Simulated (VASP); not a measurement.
MgS:

```xyz
2
Lattice="0.0000 2.6044 2.6044 2.6044 0.0000 2.6044 2.6044 2.6044 0.0000" Properties=species:S:1:pos:R:3 pbc="T T T"
Mg    0.0000    0.0000    0.0000
S     2.6044    2.6044    2.6044
```

| Property | Result |
| --- | --- |
| Program | VASP 6.6.1 |
| Task | relaxation of cell and atoms |
| Functional | LDA |
| Potentials or basis | VASP PAW LDA potentials, release 64 (Mg, S) |
| Cutoff | 600 eV |
| k mesh | 6 × 6 × 6 |
| Occupations | gaussian, width 0.02 eV |
| Spin | no spin polarisation |

At the start: pressure -4.0 GPa; volume 17.67 Å³/atom.

Q: How do energy, volume and symmetry change on relaxing?

A: Over 3 steps the energy falls by 11.8 meV/atom and the volume is 16.76 Å³/atom (-5.1 %); space group Fm-3m (No. 225, to 0.1 Å) before and after.

The path:
| step | energy change (eV) | largest force (eV/Å) | pressure (GPa) | volume (Å³) |
| --- | --- | --- | --- | --- |
| 1 | 0.0000 | 0.0000 | -4.01 | 35.33 |
| 2 | -0.0223 | 0.0000 | 1.07 | 33.12 |
| 3 | -0.0236 | 0.0000 | 0.00 | 33.52 |

Final structure:
```cif
data_structure
_symmetry_space_group_name_H-M 'P 1'
_symmetry_Int_Tables_number 1
_cell_length_a 3.6193
_cell_length_b 3.6193
_cell_length_c 3.6193
_cell_angle_alpha 60.000
_cell_angle_beta 60.000
_cell_angle_gamma 60.000
_cell_volume 33.52
loop_
_atom_site_label
_atom_site_type_symbol
_atom_site_fract_x
_atom_site_fract_y
_atom_site_fract_z
_atom_site_occupancy
Mg1 Mg 0.00000 0.00000 0.00000 1
S1 S 0.50000 0.50000 0.50000 1
```
